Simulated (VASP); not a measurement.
## Mn: relaxation of the atoms with PBEsol

Mn:

```xyz
1
Lattice="-1.3933 1.3933 1.3933 1.3933 -1.3933 1.3933 1.3933 1.3933 -1.3933" Properties=species:S:1:pos:R:3 pbc="T T T"
Mn    0.0000    0.0000    0.0000
```

This isn't the form of Mn at room conditions, which is a 58-atom cubic cell.

```
Program                : VASP 6.6.1
Task                   : relaxation of the atoms
Functional             : PBEsol
Potentials or basis    : VASP PAW PBE potentials, release 64 (Mn_pv)
Cutoff                 : 450 eV
k mesh                 : 2 × 2 × 2, shifted
Occupations            : fermi-dirac, width 0.0861733 eV
Spin                   : collinear spin, ferromagnetic start
Starting moments       : [0.76] μB
Dipole correction      : no
Further INCAR settings : ALGO = Normal; EDIFF = 1e-07; IBRION = 2; EDIFFG = -0.008; NSW = 25
```

```yaml
Pressure_after_relaxing: 13.8 GPa
Net_moment: 0.52 μB per cell
Site_moments: Mn +0.49 μB
Valence_electrons_inside_the_program's_atomic_spheres: Mn 11.92
```

Final structure:
```
Mn
1.0
    -1.39327    1.39327    1.39327
     1.39327   -1.39327    1.39327
     1.39327    1.39327   -1.39327
Mn
1
Direct
  0.00000 0.00000 0.00000
```

Levels at points of the mesh, in eV from the Fermi level:
Spin up:
```tsv
k point	band 3	band 4	band 5	band 6	band 7	band 8	band 9	band 10
(0.25, 0.25, 0.25)	-47.72	-2.39	-2.39	-2.39	1.26	1.26	10.43	10.43
```
Spin down:
```tsv
k point	band 2	band 3	band 4	band 5	band 6	band 7	band 8	band 9	band 10
(0.25, 0.25, 0.25)	-47.23	-47.23	-1.94	-1.94	-1.94	1.56	1.56	10.74	10.74
```

Run time: 4.5 s on 1 thread of Intel(R) Xeon(R) 6975P-C (Granite Rapids), on a shared host, peak memory 0.11 GiB.

Caveat: the k points lie up to 1.59 Å⁻¹ apart, too coarse for converged energies, forces and pressures; the PAW data sets were made with another functional, which shifts forces and pressure a little.
